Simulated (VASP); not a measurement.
Sn3C: single point with r2SCAN

Crystal: Sn3C.

```
C Sn
1.0
     1.98893    1.14831    7.22616
    -1.98893    1.14831    7.22616
     0.00000   -2.29661    7.22616
C Sn
1 3
Cartesian
  2.1034 1.1462 7.2005
  -0.0138 0.0073 10.7031
  -0.0008 -0.0048 7.7865
  -0.0095 -0.0136 19.4666
```

```yaml
Program: VASP 6.6.1
Task: single point
Functional: r2SCAN
Potentials_or_basis: VASP PAW PBE potentials, release 64 (C, Sn_d)
Cutoff: 520 eV
k_mesh: 4 × 4 × 4
Occupations: fermi-dirac, width 0.02 eV
Spin: no spin polarisation
Dipole_correction: no
Further_INCAR_settings: ALGO = Normal; EDIFF = 1e-07; NBANDS = 31
```

```json
{
 "Pressure": "0.5 GPa",
 "Largest force": "0.662 eV/Å",
 "Band gap on the k mesh": "zero (bands 23 and 24 overlap by 1.94 eV)"
}
```

Forces on the atoms (eV/Å):
```
C   -0.627  0.096  0.006
Sn   0.034 -0.130 -0.251
Sn   0.648 -0.099  0.095
Sn  -0.054  0.132  0.150
```

Stress tensor (GPa, compression positive):
```
 0.37 -0.64  0.20
-0.64  1.00  0.19
 0.20  0.19  0.25
```

Levels at points of the mesh, in eV from the Fermi level:
```tsv
k point	band 21	band 22	band 23	band 24	band 25	band 26
(0.00, 0.00, 0.00)	-2.01	-1.52	1.32	1.39	1.55	3.23
(0.50, 0.00, 0.00)	-3.98	-3.57	-1.04	0.38	1.80	2.74
(0.00, 0.50, 0.00)	-4.01	-3.34	-1.02	0.80	1.66	2.62
(0.00, 0.00, 0.50)	-4.03	-3.39	-1.02	0.56	1.74	2.70
(0.50, 0.50, 0.00)	-3.52	-1.98	-0.72	-0.47	-0.11	1.30
(0.50, 0.00, 0.50)	-3.45	-2.03	-0.69	-0.39	-0.11	1.41
(0.00, 0.50, 0.50)	-3.62	-1.97	-0.74	-0.62	-0.06	1.21
(0.50, 0.50, 0.50)	-1.97	-0.99	1.04	1.11	2.49	3.52
```

Wall time 11 min on 1 thread of Intel(R) Xeon(R) 6975P-C (Granite Rapids), with other jobs on the host, peak memory 0.51 GiB.

Caveat: the k points lie up to 0.46 Å⁻¹ apart, too coarse for converged energies and pressures of a metal; the atoms stand as in a frame of molecular dynamics; the PAW data sets were made with another functional, which shifts forces and pressure a little; spin-orbit coupling is left out, which moves the levels of the heavy elements.
